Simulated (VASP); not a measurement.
# Al2InAs3 (P3m1) in VASP: further runs, part 2 of 2

VASP 6.6.1.

## (4) Single point, PBE (volume scaled by 1.06, then relaxed in part)

INCAR

```
SYSTEM = Al2InAs3
PREC = Accurate ; ENCUT = 520
EDIFF = 1E-6 ; ISMEAR = 0
SIGMA = 0.02 ; LREAL = .FALSE.
LASPH = .TRUE. ; NELM = 100
ALGO = Normal ; ISIF = 2
LWAVE = .FALSE. ; LCHARG = .FALSE.
GGA = PE ; NBANDS = 26
```

KPOINTS

```
regular mesh
0
G
  6 6 4
  0 0 0
```

POSCAR

```
Al2InAs3
1.0
    4.2377720150      0.0000000000      0.0000000000
   -2.1188860075      3.6700182205      0.0000000000
    0.0000000000      0.0000000000     10.3856272552
Al In As
2 1 3
Direct
    0.0000000000      0.0000000000      0.0061504549
    0.6666666667      0.3333333333      0.3269136168
    0.3333333333      0.6666666667      0.6659802096
    0.0000000000      0.0000000000      0.7643569688
    0.3333333333      0.6666666667      0.4034241693
    0.6666666667      0.3333333333      0.0831745806
```

Potentials or basis: VASP PAW PBE potentials, release 64 (Al, In_d, As).

Run with:

```sh
$ cat potpaw_PBE.64/Al/POTCAR potpaw_PBE.64/In_d/POTCAR potpaw_PBE.64/As/POTCAR > POTCAR
$ mpirun -np 1 vasp_std > vasp.out
```

OUTCAR:

```text
SYSTEM = Al2InAs3
   PREC = Accurate
   ENCUT = 520
   EDIFF = 1E-6
   ISMEAR = 0
   LREAL = .FALSE.
   LASPH = .TRUE.
   NELM = 100
   ISIF = 2
   GGA = PE

 ion  position               nearest neighbor table
   1  0.000  0.000  0.006-   4 2.51   6 2.57   6 2.57   6 2.57
   2  0.667  0.333  0.327-   6 2.53   5 2.57   5 2.57   5 2.57
   3  0.333  0.667  0.666-   4 2.65   4 2.65   4 2.65   5 2.73
   4  0.000  0.000  0.764-   1 2.51   3 2.65   3 2.65   3 2.65
   5  0.333  0.667  0.403-   2 2.57   2 2.57   2 2.57   3 2.73
   6  0.667  0.333  0.083-   2 2.53   1 2.57   1 2.57   1 2.57

  LATTYP: Found a hexagonal cell.
 ALAT       =     4.2377720150
 C/A-ratio  =     2.4507281700

  Lattice vectors:

 A1 = (   4.2377720150,   0.0000000000,   0.0000000000)
 A2 = (  -2.1188860075,   3.6700182205,   0.0000000000)
 A3 = (   0.0000000000,   0.0000000000,  10.3856272552)

Analysis of symmetry for initial positions (statically):
=====================================================================
 Subroutine PRICEL returns:
 Original cell was already a primitive cell.

 Routine SETGRP: Setting up the symmetry group for a
 hexagonal supercell.

 Subroutine GETGRP returns: Found  6 space group operations
 (whereof  6 operations were pure point group operations)
 out of a pool of 24 trial point group operations.

The static configuration has the point symmetry C_3v.

Analysis of symmetry for dynamics (positions and initial velocities):
=====================================================================
 Subroutine PRICEL returns:
 Original cell was already a primitive cell.

 Routine SETGRP: Setting up the symmetry group for a
 hexagonal supercell.

 Subroutine GETGRP returns: Found  6 space group operations
 (whereof  6 operations were pure point group operations)
 out of a pool of 24 trial point group operations.

The dynamic configuration has the point symmetry C_3v.

 Subroutine INISYM returns: Found  6 space group operations
 (whereof  6 operations are pure point group operations),
 and found     1 'primitive' translations

----------------------------------------------------------------------------------------

                                     Primitive cell

  volume of cell :     161.5246

  direct lattice vectors                    reciprocal lattice vectors
     4.237772015  0.000000000  0.000000000     0.235973053  0.136239106  0.000000000
    -2.118886008  3.670018220  0.000000000     0.000000000  0.272478211  0.000000000
     0.000000000  0.000000000 10.385627255     0.000000000  0.000000000  0.096286914

  length of vectors
     4.237772015  4.237772015 10.385627255     0.272478211  0.272478211  0.096286914

  position of ions in fractional coordinates (direct lattice)
     0.000000000  0.000000000  0.006150455
     0.666666667  0.333333333  0.326913617
     0.333333333  0.666666667  0.665980210
     0.000000000  0.000000000  0.764356969
     0.333333333  0.666666667  0.403424169
     0.666666667  0.333333333  0.083174581

  ion indices of the primitive-cell ions
   primitive index   ion index
                 1           1
                 2           2
                 3           3
                 4           4
                 5           5
                 6           6

[... 29 lines left out ...]
  0.166667 -0.000000  0.000000      6.000000
  0.333333  0.000000  0.000000      6.000000
  0.500000  0.000000  0.000000      3.000000
  0.166667  0.166667  0.000000      6.000000
  0.333333  0.166667  0.000000     12.000000
[... 16 lines left out ...]
  0.333333  0.166667  0.500000     12.000000
  0.333333  0.333333  0.500000      2.000000
   k-points           NKPTS =     24   k-points in BZ     NKDIM =     24   number of bands    NBANDS=     26
   number of dos      NEDOS =    301   number of ions     NIONS =      6
   total plane-waves  NPLWV =  81920
   dimension x,y,z NGX =    32 NGY =   32 NGZ =   80
   dimension x,y,z NGXF=    64 NGYF=   64 NGZF=  160
   ions per type =               2   1   3
   NGX,Y,Z   is equivalent  to a cutoff of  12.55, 12.55, 12.81 a.u.
   NGXF,Y,Z  is equivalent  to a cutoff of  25.11, 25.11, 25.61 a.u.
 SYSTEM =  Al2InAs3
   PREC   = accura    normal or accurate (medium, high low for compatibility)
   ISTART =      0    job   : 0-new  1-cont  2-samecut
   ICHARG =      2    charge: 1-file 2-atom 10-const
   ISPIN  =      1    spin polarized calculation?
   LNONCOLLINEAR =      F non collinear calculations
   LSORBIT =      F    spin-orbit coupling
   LASPH  =      T    aspherical Exc in radial PAW
   ENCUT  =  520.0 eV  38.22 Ry    6.18 a.u.   7.88  7.88 19.31*2*pi/ulx,y,z
   NELM   =    100;   NELMIN=  2; NELMDL= -5     # of ELM steps
   EDIFF  = 0.1E-05   stopping-criterion for ELM
   LREAL  =      F    real-space projection
   EDIFFG = 0.1E-04   stopping-criterion for IOM
   NSW    =      0    number of steps for IOM
   IBRION =     -1    ionic relax: 0-MD 1-quasi-New 2-CG
   NFREE  =      0    steps in history (QN), initial steepest desc. (CG)
   ISIF   =      2    stress and relaxation
   ISYM   =      2    0-nonsym 1-usesym 2-fastsym
   POTIM  = 0.5000    time-step for ionic-motion
   TEBEG  =    0.0;   TEEND  =   0.0 temperature during run
   PSTRESS=    0.0 pullay stress
   NELECT =      34.0000    total number of electrons
   NUPDOWN=      -1.0000    fix difference up-down
   EMIN   =  10.00;   EMAX   =-10.00  energy-range for DOS
   EFERMI =   0.00;   METHOD = LEGACY
   ISMEAR =     0;   SIGMA  =   0.02  broadening in eV -4-tet -1-fermi 0-gaus
   EFERMI_NEDOS =   21; number of points for ismear=-14 and -15
   IALGO  =     38    algorithm
   IMIX   =      4    mixing-type and parameters
     AMIX     =   0.40;   BMIX     =  1.00
     AMIX_MAG =   1.60;   BMIX_MAG =  1.00
  volume/ion in A,a.u.               =      26.92       181.67
  Fermi-wavevector in a.u.,A,eV,Ry     =   0.973842  1.840294 12.903321  0.948367
  Thomas-Fermi vector in A             =   2.104253
   LORBIT       =      0    0 simple, 1 ext, 2 COOP (PROOUT), +10 PAW based schemes
   GGA     = PE    functional components
   LHFCALC =     F    Hartree Fock is set to
   AEXX    =    0.0000 exact exchange contribution
   IVDW    =     0    specifies the selected vdW correction
   LEPSILON=     F    determine dielectric tensor
   LRPA    =     F    only Hartree local field effects (RPA)
 non-spin polarized calculation
 Gauss-broadening in eV      SIGMA  =   0.02
  energy-cutoff  :      520.00
  volume of cell :      161.52
 maximum number of plane-waves:      4392
   NGX = 15   NGY = 15   NGZ = 39

 number of electron      34.0000008 magnetization

 Free energy of the ion-electron system (eV)
  ---------------------------------------------------
  ext. energy  EPLUGINS =         0.00000000
  ---------------------------------------------------
  free energy    TOTEN  =       -26.23710870 eV

  energy without entropy =      -26.23710870  energy(sigma->0) =      -26.23710870

 E-fermi :   3.5667     XC(G=0):  -8.6631

 val. band max:        3.4556110938   @ k =   0.0000   0.0000   0.0000
 cond. band min:       3.7773570110   @ k =   0.0000   0.0000   0.0000
 fundamental gap:      0.3217459172
 Fermi energy:         3.5667420274

 k-point     1 :       0.0000    0.0000    0.0000
  band No.  band energies     occupation
      1     -10.7326      2.00000
      2     -10.6969      2.00000
      3     -10.6969      2.00000
      4     -10.6005      2.00000
      5     -10.6005      2.00000
      6      -8.0513      2.00000
[... 685 lines left out ...]
     25       8.9920      0.00000
     26       9.3132      0.00000

------------------------ aborting loop because EDIFF is reached ----------------------------------------

  FORCE on cell =-STRESS in cart. coord.  units (eV):
  Direction    XX          YY          ZZ          XY          YZ          ZX
  --------------------------------------------------------------------------------------
  -------------------------------------------------------------------------------------
  Total       -3.0121034     -3.0121034     -3.0317031      0.0000000      0.0000000      0.0000000
  in kB      -29.8773390    -29.8773390    -30.0717506      0.0000000      0.0000000      0.0000000
  external PRESSURE =     -29.9421429 kB  Pullay stress =       0.0000000 kB

 VOLUME and BASIS-vectors are now :
 -----------------------------------------------------------------------------
  energy-cutoff  :      520.00
  volume of cell :      161.52
      direct lattice vectors                 reciprocal lattice vectors
     4.237772015  0.000000000  0.000000000     0.235973053  0.136239106  0.000000000
    -2.118886008  3.670018220  0.000000000     0.000000000  0.272478211  0.000000000
     0.000000000  0.000000000 10.385627255     0.000000000  0.000000000  0.096286914

 POSITION                                       TOTAL-FORCE (eV/Angst)
 -----------------------------------------------------------------------------------
      0.00000      0.00000      0.06388         0.000000     -0.000000     -0.001795
      2.11889      1.22334      3.39520        -0.000000      0.000000     -0.002556
     -0.00000      2.44668      6.91662        -0.000000     -0.000000     -0.002046
      0.00000      0.00000      7.93833         0.000000     -0.000000     -0.001217
     -0.00000      2.44668      4.18981        -0.000000     -0.000000      0.004235
      2.11889      1.22334      0.86382         0.000000     -0.000000      0.003380
 -----------------------------------------------------------------------------------
    total drift:                                0.000000     -0.000000      0.000037

  FREE ENERGIE OF THE ION-ELECTRON SYSTEM (eV)
  ---------------------------------------------------
  free  energy   TOTEN  =       -26.2371087000 eV

  energy  without entropy=      -26.2371087000  energy(sigma->0) =      -26.23710870
```

It took 1.7 min on 1 thread of Intel Xeon Platinum 8259CL at 2.50GHz (Skylake/Cascade Lake), shared host; peak memory 0.33 GiB.

What came out:

```yaml
Free_energy: -26.2371 eV
Pressure: -3.0 GPa
Largest_force: 0.004 eV/Å
Band_gap_on_the_k_mesh: 0.32 eV, direct
```

Forces in eV/Å, atoms in the order of the input:
```
Al   0.000  0.000 -0.002
Al   0.000  0.000 -0.003
In   0.000  0.000 -0.002
As   0.000  0.000 -0.001
As   0.000  0.000  0.004
As   0.000  0.000  0.003
```

Levels at points of the mesh, in eV from the valence-band top:
| k point | band 14 | band 15 | band 16 | band 17 | band 18 | band 19 | band 20 | band 21 |
| --- | --- | --- | --- | --- | --- | --- | --- | --- |
| (0.00, 0.00, 0.00) | -0.79 | -0.27 | 0.00 | 0.00 | 0.32 | 1.22 | 1.58 | 3.73 |
| (0.50, 0.00, 0.00) | -2.21 | -2.05 | -1.50 | -1.14 | 1.36 | 1.92 | 2.23 | 2.42 |
| (0.00, 0.00, 0.50) | -0.68 | -0.68 | -0.09 | -0.09 | 1.14 | 1.46 | 1.74 | 3.89 |
| (0.50, 0.00, 0.50) | -2.13 | -1.81 | -1.00 | -0.90 | 1.14 | 1.66 | 2.18 | 3.15 |

Caveat: spin-orbit coupling is left out, which moves the levels of the heavy elements.

## (5) Single point, PBE (volume scaled by 1.10, then relaxed in part)

INCAR

```
SYSTEM = Al2InAs3
ALGO = Normal ; EDIFF = 1E-6
ENCUT = 520 ; GGA = PE
ISIF = 2 ; ISMEAR = 0
LASPH = .True. ; LCHARG = .False.
LREAL = .False. ; LWAVE = .False.
NBANDS = 26 ; NELM = 100
PREC = Accurate ; SIGMA = 0.02
```

KPOINTS

```
k-points
0
Gamma
  6 6 4
  0 0 0
```

POSCAR

```
Al2InAs3
1.0
    4.2909793902      0.0000000000      0.0000000000
   -2.1454896951      3.7160971590      0.0000000000
    0.0000000000      0.0000000000     10.5119157528
Al In As
2 1 3
Direct
    0.0000000000      0.0000000000      0.0057907376
    0.6666666667      0.3333333333      0.3266935738
    0.3333333333      0.6666666667      0.6666317914
    0.0000000000      0.0000000000      0.7641120622
    0.3333333333      0.6666666667      0.4036097225
    0.6666666667      0.3333333333      0.0831621123
```

Run with:

```sh
$ cat potpaw_PBE.64/Al/POTCAR potpaw_PBE.64/In_d/POTCAR potpaw_PBE.64/As/POTCAR > POTCAR
$ mpirun -np 1 vasp_std > vasp.out
```

Wall time 1.8 min (1 thread of Intel Xeon Platinum 8259CL at 2.50GHz (Skylake/Cascade Lake), shared host); peak memory 0.33 GiB.

The run converged. Its results:

```
Free energy            : -26.0929 eV
Pressure               : -4.6 GPa
Largest force          : 0.005 eV/Å
Band gap on the k mesh : 0.12 eV, direct
```

Forces in eV/Å, atoms in the order of the input:
```
Al   0.000  0.000 -0.003
Al   0.000  0.000 -0.004
In   0.000  0.000 -0.002
As   0.000  0.000  0.001
As   0.000  0.000  0.004
As   0.000  0.000  0.005
```

Levels at points of the mesh, in eV from the valence-band top:
| k point | band 15 | band 16 | band 17 | band 18 | band 19 | band 20 |
| --- | --- | --- | --- | --- | --- | --- |
| (0.00, 0.00, 0.00) | -0.24 | 0.00 | 0.00 | 0.12 | 1.14 | 1.47 |
| (0.50, 0.00, 0.00) | -1.94 | -1.41 | -1.09 | 1.44 | 1.93 | 2.19 |
| (0.00, 0.00, 0.50) | -0.62 | -0.09 | -0.09 | 1.06 | 1.33 | 1.59 |
| (0.50, 0.00, 0.50) | -1.72 | -0.94 | -0.85 | 1.06 | 1.71 | 2.20 |

Caveat: spin-orbit coupling is left out, which moves the levels of the heavy elements.

## (6) Overview

```csv
cell,gap on the mesh (eV),pressure (GPa)
"a = 4.155, b = 4.155, c = 10.190 Å, angles 90.0, 90.0, 120.0°, 6 atoms",0.65,0.1
"a = 4.197, b = 4.197, c = 10.289 Å, angles 90.0, 90.0, 120.0°, 6 atoms",0.48,-1.6
"a = 4.238, b = 4.238, c = 10.386 Å, angles 90.0, 90.0, 120.0°, 6 atoms",0.32,-3.0
"a = 4.291, b = 4.291, c = 10.512 Å, angles 90.0, 90.0, 120.0°, 6 atoms",0.12,-4.6
```

Alike in all rows: task single point; level PBE; potentials or basis VASP PAW PBE potentials, release 64 (Al, In_d, As); no spin polarisation; k mesh 6 × 6 × 4; cutoff (eV) 520; smearing gaussian 0.02 eV.

Caveats: spin-orbit coupling is left out, which moves the levels of the heavy elements.

Total energies depend on the potentials used, so only differences within one code and one set of settings carry meaning.
